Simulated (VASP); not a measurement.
# Cu5N in VASP: single point with PBEsol

Aim: the single point of Cu5N with PBEsol.

Program: VASP 6.6.1. These are calculated values, not measurements. Logs are shortened: lines on timing, memory, paths and dates and some standing lists are left out, and cuts for length are marked.

## Step 1: The cell of the first run

The cell holds a slab with vacuum, 6 atoms: a = 2.520 Å, b = 2.520 Å, c = 26.127 Å, α = 90.00°, β = 90.00°, γ = 90.00°.

## Step 2: Single point, PBEsol

Contents of INCAR:

```
PREC = Accurate
ENCUT = 520
EDIFF = 1E-6
ISMEAR = 0
SIGMA = 0.1
LREAL = False
LASPH = True
NELM = 60
ALGO = Fast
ISIF = 2
LWAVE = False
LCHARG = True
LDIPOL = True
IDIPOL = 3
DIPOL = 0.5 0.5 0.494
GGA = PS
LELF = True
LVHAR = True
LVACPOTAV = True
NBANDS = 39
```

Contents of KPOINTS:

```
Automatic mesh
0
Gamma
  11 11 1
```

Contents of POSCAR:

```
Cu5N
1.0
    2.5196845177      0.0000000000      0.0000000000
    0.0000000000      2.5196845177      0.0000000000
    0.0000000000      0.0000000000     26.1267440356
Cu N
5 1
Direct
    0.5000000000      0.5000000000      0.3253371330
    0.0000000000      0.0000000000      0.3935310881
    0.5000000000      0.5000000000      0.4618497500
    0.0000000000      0.0000000000      0.5300298115
    0.5000000000      0.5000000000      0.6007512441
    0.0000000000      0.5000000000      0.6507023102
```

Potentials or basis: VASP PAW PBE potentials, release 64 (Cu, N).

On the command line:

```sh
$ cat potpaw_PBE.64/Cu/POTCAR potpaw_PBE.64/N/POTCAR > POTCAR
$ mpirun -np 1 vasp_std > vasp.out
```

OUTCAR:

```text
PREC = Accurate
   ENCUT = 520
   EDIFF = 1E-6
   ISMEAR = 0
   LREAL = False
   LASPH = True
   NELM = 60
   ISIF = 2
   GGA = PS

 ion  position               nearest neighbor table
   1  0.500  0.500  0.325-   2 2.52   2 2.52   2 2.52   2 2.52
   2  0.000  0.000  0.394-   1 2.52   1 2.52   1 2.52   1 2.52   3 2.52   3 2.52   3 2.52   3 2.52

   3  0.500  0.500  0.462-   4 2.52   4 2.52   4 2.52   4 2.52   2 2.52   2 2.52   2 2.52   2 2.52

   4  0.000  0.000  0.530-   3 2.52   3 2.52   3 2.52   3 2.52   5 2.57   5 2.57   5 2.57   5 2.57

   5  0.500  0.500  0.601-   6 1.81   6 1.81   4 2.57   4 2.57   4 2.57   4 2.57
   6  0.000  0.500  0.651-   5 1.81   5 1.81

  LATTYP: Found a simple tetragonal cell.
 ALAT       =     2.5196845177
 C/A-ratio  =    10.3690536859

  Lattice vectors:

 A1 = (   2.5196845177,   0.0000000000,   0.0000000000)
 A2 = (   0.0000000000,   2.5196845177,   0.0000000000)
 A3 = (   0.0000000000,   0.0000000000,  26.1267440356)

Analysis of symmetry for initial positions (statically):
=====================================================================
 Subroutine PRICEL returns:
 Original cell was already a primitive cell.

 Routine SETGRP: Setting up the symmetry group for a
 simple tetragonal supercell.

 Subroutine GETGRP returns: Found  4 space group operations
 (whereof  4 operations were pure point group operations)
 out of a pool of 16 trial point group operations.

The static configuration has the point symmetry C_2v.

Analysis of symmetry for dynamics (positions and initial velocities):
=====================================================================
 Subroutine PRICEL returns:
 Original cell was already a primitive cell.

 Routine SETGRP: Setting up the symmetry group for a
 simple tetragonal supercell.

 Subroutine GETGRP returns: Found  4 space group operations
 (whereof  4 operations were pure point group operations)
 out of a pool of 16 trial point group operations.

The dynamic configuration has the point symmetry C_2v.

 Subroutine INISYM returns: Found  4 space group operations
 (whereof  4 operations are pure point group operations),
 and found     1 'primitive' translations

----------------------------------------------------------------------------------------

                                     Primitive cell

  volume of cell :     165.8737

  direct lattice vectors                    reciprocal lattice vectors
     2.519684518  0.000000000  0.000000000     0.396875082  0.000000000  0.000000000
     0.000000000  2.519684518  0.000000000     0.000000000  0.396875082  0.000000000
     0.000000000  0.000000000 26.126744036     0.000000000  0.000000000  0.038274957

  length of vectors
     2.519684518  2.519684518 26.126744036     0.396875082  0.396875082  0.038274957

  position of ions in fractional coordinates (direct lattice)
     0.500000000  0.500000000  0.325337133
     0.000000000  0.000000000  0.393531088
     0.500000000  0.500000000  0.461849750
     0.000000000  0.000000000  0.530029812
     0.500000000  0.500000000  0.600751244
     0.000000000  0.500000000  0.650702310

  ion indices of the primitive-cell ions
   primitive index   ion index
                 1           1
                 2           2
                 3           3
                 4           4
                 5           5
                 6           6

----------------------------------------------------------------------------------------

 KPOINTS: Automatic mesh

Automatic generation of k-mesh.
 Grid dimensions read from file:
 generate k-points for:   11   11    1

 Generating k-lattice:

  Cartesian coordinates                     Fractional coordinates (reciprocal lattice)
     0.036079553  0.000000000  0.000000000     0.090909091  0.000000000  0.000000000
     0.000000000  0.036079553  0.000000000     0.000000000  0.090909091  0.000000000
     0.000000000  0.000000000  0.038274957     0.000000000  0.000000000  1.000000000

  Length of vectors
     0.036079553  0.036079553  0.038274957

  Shift w.r.t. Gamma in fractional coordinates (k-lattice)
     0.000000000  0.000000000  0.000000000

 Subroutine IBZKPT returns following result:
 ===========================================

 Found     36 irreducible k-points:

 Following reciprocal coordinates:
            Coordinates               Weight
  0.000000  0.000000  0.000000      1.000000
  0.090909  0.000000  0.000000      2.000000
  0.000000  0.090909  0.000000      2.000000
  0.181818  0.000000  0.000000      2.000000
  0.000000  0.181818  0.000000      2.000000
  0.272727  0.000000  0.000000      2.000000
[... 16 lines left out ...]
 -0.181818  0.272727  0.000000      4.000000
  0.363636  0.181818  0.000000      4.000000
 [... further k-points ...]
   k-points           NKPTS =     36   k-points in BZ     NKDIM =     36   number of bands    NBANDS=     39
   number of dos      NEDOS =    301   number of ions     NIONS =      6
   total plane-waves  NPLWV =  78400
   dimension x,y,z NGX =    20 NGY =   20 NGZ =  196
   dimension x,y,z NGXF=    40 NGYF=   40 NGZF=  392
   ions per type =               5   1
   NGX,Y,Z   is equivalent  to a cutoff of  13.20, 13.20, 12.47 a.u.
   NGXF,Y,Z  is equivalent  to a cutoff of  26.39, 26.39, 24.94 a.u.
 SYSTEM =  unknown system
   PREC   = accura    normal or accurate (medium, high low for compatibility)
   ISTART =      0    job   : 0-new  1-cont  2-samecut
   ICHARG =      2    charge: 1-file 2-atom 10-const
   ISPIN  =      1    spin polarized calculation?
   LNONCOLLINEAR =      F non collinear calculations
   LSORBIT =      F    spin-orbit coupling
   LASPH  =      T    aspherical Exc in radial PAW
   ENCUT  =  520.0 eV  38.22 Ry    6.18 a.u.   4.68  4.68 48.58*2*pi/ulx,y,z
   NELM   =     60;   NELMIN=  2; NELMDL= -5     # of ELM steps
   EDIFF  = 0.1E-05   stopping-criterion for ELM
   LREAL  =      F    real-space projection
   EDIFFG = 0.1E-04   stopping-criterion for IOM
   NSW    =      0    number of steps for IOM
   IBRION =     -1    ionic relax: 0-MD 1-quasi-New 2-CG
   NFREE  =      0    steps in history (QN), initial steepest desc. (CG)
   ISIF   =      2    stress and relaxation
   ISYM   =      2    0-nonsym 1-usesym 2-fastsym
   POTIM  = 0.5000    time-step for ionic-motion
   TEBEG  =    0.0;   TEEND  =   0.0 temperature during run
   PSTRESS=    0.0 pullay stress
   NELECT =      60.0000    total number of electrons
   NUPDOWN=      -1.0000    fix difference up-down
   EMIN   =  10.00;   EMAX   =-10.00  energy-range for DOS
   EFERMI =   0.00;   METHOD = LEGACY
   ISMEAR =     0;   SIGMA  =   0.10  broadening in eV -4-tet -1-fermi 0-gaus
   EFERMI_NEDOS =   21; number of points for ismear=-14 and -15
   IALGO  =     68    algorithm
   IMIX   =      4    mixing-type and parameters
     AMIX     =   0.40;   BMIX     =  1.00
     AMIX_MAG =   1.60;   BMIX_MAG =  1.00
  volume/ion in A,a.u.               =      27.65       186.56
  Fermi-wavevector in a.u.,A,eV,Ry     =   1.166450  2.204270 18.512156  1.360605
  Thomas-Fermi vector in A             =   2.302963
   LORBIT       =      0    0 simple, 1 ext, 2 COOP (PROOUT), +10 PAW based schemes
   GGA     = PS    functional components
   LHFCALC =     F    Hartree Fock is set to
   AEXX    =    0.0000 exact exchange contribution
   IVDW    =     0    specifies the selected vdW correction
   LEPSILON=     F    determine dielectric tensor
   LRPA    =     F    only Hartree local field effects (RPA)
 non-spin polarized calculation
 RMM-DIIS sequential band-by-band and
 Gauss-broadening in eV      SIGMA  =   0.10
  energy-cutoff  :      520.00
  volume of cell :      165.87
 maximum number of plane-waves:      4533
   NGX =  9   NGY =  9   NGZ = 97

 dipolmoment           0.000000      0.000000     -0.174736 electrons x Angstroem

 number of electron      59.9999994 magnetization

 dipolmoment           0.000000      0.000000      0.110827 electrons x Angstroem

 Free energy of the ion-electron system (eV)
  ---------------------------------------------------
  ext. energy  EPLUGINS =         0.00000000
  ---------------------------------------------------
  free energy    TOTEN  =       -25.89632229 eV

  energy without entropy =      -25.88356251  energy(sigma->0) =      -25.88994240

 E-fermi :  -0.9567     XC(G=0):  -5.7252

 val. band max:       -0.9620371300   @ k =   0.4545   0.2727   0.0000
 cond. band min:      -0.8978046176   @ k =   0.0000   0.4545   0.0000
 fundamental gap:      0.0642325125
 Fermi energy:        -0.9567473695

 k-point     1 :       0.0000    0.0000    0.0000
  band No.  band energies     occupation
      1     -16.1945      2.00000
      2     -10.1988      2.00000
      3      -8.9110      2.00000
      4      -7.3368      2.00000
      5      -6.5941      2.00000
      6      -5.9887      2.00000
[... 31 lines left out ...]
     38       7.3952      0.00000
     39       8.1636      0.00000

 k-point     2 :       0.0909    0.0000    0.0000
  band No.  band energies     occupation
      1     -16.0912      2.00000
      2      -9.9995      2.00000
      3      -8.7328      2.00000
      4      -7.1728      2.00000
      5      -6.5111      2.00000
      6      -5.8752      2.00000
[... 31 lines left out ...]
     38       7.4826      0.00000
     39       8.3308      0.00000

 k-point     3 :       0.0000    0.0909    0.0000
  band No.  band energies     occupation
      1     -16.0909      2.00000
      2      -9.9973      2.00000
      3      -8.7267      2.00000
      4      -7.1997      2.00000
      5      -6.5063      2.00000
      6      -5.8714      2.00000
[... 31 lines left out ...]
     38       6.8574      0.00000
     39       7.6946      0.00000

 k-point     4 :       0.1818    0.0000    0.0000
  band No.  band energies     occupation
      1     -15.8011      2.00000
      2      -9.4186      2.00000
      3      -8.2337      2.00000
      4      -6.7364      2.00000
      5      -6.4101      2.00000
      6      -5.7437      2.00000
[... 31 lines left out ...]
     38       7.4177      0.00000
     39       8.6861      0.00000
[... 754 lines left out ...]
     38       7.2975      0.00000
     39       9.0669      0.00000

 k-point    23 :      -0.1818    0.2727    0.0000
  band No.  band energies     occupation
      1     -15.0112      2.00000
      2      -7.8052      2.00000
      3      -6.8738      2.00000
      4      -6.1209      2.00000
      5      -5.9148      2.00000
      6      -5.5457      2.00000
[... 31 lines left out ...]
     38       7.2773      0.00000
     39       9.0589      0.00000

 k-point    24 :       0.3636    0.1818    0.0000
  band No.  band energies     occupation
      1     -14.6249      2.00000
      2      -7.0920      2.00000
      3      -6.5765      2.00000
      4      -5.9517      2.00000
      5      -5.6124      2.00000
      6      -5.3129      2.00000
[... 31 lines left out ...]
     38       7.4437      0.00000
     39      10.3491      0.00000

 [... further k-points ...]
[... 5 lines left out ...]
  --------------------------------------------------------------------------------------
  -------------------------------------------------------------------------------------
  Total        0.4809363     -1.5233354     -0.0201491      0.0000000      0.0000000      0.0000000
  in kB        4.6453718    -14.7139234     -0.1946203      0.0000000      0.0000000      0.0000000
  external PRESSURE =      -3.4210573 kB  Pullay stress =       0.0000000 kB

 VOLUME and BASIS-vectors are now :
 -----------------------------------------------------------------------------
  energy-cutoff  :      520.00
  volume of cell :      165.87
      direct lattice vectors                 reciprocal lattice vectors
     2.519684518  0.000000000  0.000000000     0.396875082  0.000000000  0.000000000
     0.000000000  2.519684518  0.000000000     0.000000000  0.396875082  0.000000000
     0.000000000  0.000000000 26.126744036     0.000000000  0.000000000  0.038274957

 POSITION                                       TOTAL-FORCE (eV/Angst)
 -----------------------------------------------------------------------------------
      1.25984      1.25984      8.50000         0.000000      0.000000      0.186570
      0.00000      0.00000     10.28169         0.000000      0.000000     -0.221155
      1.25984      1.25984     12.06663         0.000000      0.000000     -0.001826
      0.00000      0.00000     13.84795         0.000000      0.000000      0.016658
      1.25984      1.25984     15.69567         0.000000      0.000000     -0.127060
      0.00000      1.25984     17.00073         0.000000      0.000000      0.146813
 -----------------------------------------------------------------------------------
    total drift:                               -0.000000     -0.000000      0.000712

  FREE ENERGIE OF THE ION-ELECTRON SYSTEM (eV)
  ---------------------------------------------------
  free  energy   TOTEN  =       -25.8963222921 eV

  energy  without entropy=      -25.8835625139  energy(sigma->0) =      -25.88994240

 vacuum level on the upper side and lower side of the slab         6.912         3.751
```

Wall time 11 min (1 thread of Oxide Virtual Turin-like, shared host); peak memory 0.34 GiB.

Results:

```
Free energy            : -25.8963 eV
Largest force          : 0.221 eV/Å
Band gap on the k mesh : zero (bands 30 and 31 overlap by 2.37 eV)
```

Forces on the atoms (eV/Å):
```
Cu   0.000  0.000  0.187
Cu   0.000  0.000 -0.221
Cu   0.000  0.000 -0.002
Cu   0.000  0.000  0.017
Cu   0.000  0.000 -0.127
N    0.000  0.000  0.147
```

Levels at points of the mesh, in eV from the Fermi level:
```
           k point  band 26  band 27  band 28  band 29  band 30  band 31  band 32  band 33  band 34  band 35
(0.00, 0.00, 0.00)    -1.94    -1.78    -1.55    -1.54    -1.48    -0.66     0.79     1.56     1.96     4.59
```

Caveat: the PAW data sets were made with another functional, which shifts forces and pressure a little.

The gap in the log of VASP goes by the Fermi energy; the results here count the filled bands.